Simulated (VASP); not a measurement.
A run of VASP 6.6.1:

INCAR

```
  PREC = Accurate
  ENCUT = 500
  EDIFF = 1E-6
  ISMEAR = -1
  SIGMA = 0.1
  LREAL = False
  LASPH = True
  NELM = 120
  ALGO = Normal
  ISIF = 2
  LWAVE = False
  LCHARG = True
  GGA = PE
  LELF = True
  LVHAR = True
  NBANDS = 22
  GGA_COMPAT = False
```

Contents of KPOINTS:

```
regular mesh
0
Gamma
  7 7 4
```

POSCAR

```
Rh
1.0
    2.7254121587      0.0000000000      0.0000000000
   -1.3627060793      2.3602761652      0.0000000000
    0.0000000000      0.0000000000      4.3923511907
Rh
2
Direct
    0.3333333333      0.6666666667      0.2500000000
    0.6666666667      0.3333333333      0.7500000000
```

Potentials or basis: VASP PAW PBE potentials, release 64 (Rh_pv).

Run with:

```sh
$ cat potpaw_PBE.64/Rh_pv/POTCAR > POTCAR
$ mpirun -np 1 vasp_std > vasp.out
```

Hardware: 1 thread of Intel Xeon 6975P-C (shared host).

How long does it take, and how much memory?

Run time: 8.2 s on 1 thread of Intel Xeon 6975P-C, on a shared host, peak memory 0.14 GiB. Counts: scf iterations 11, k points 24.
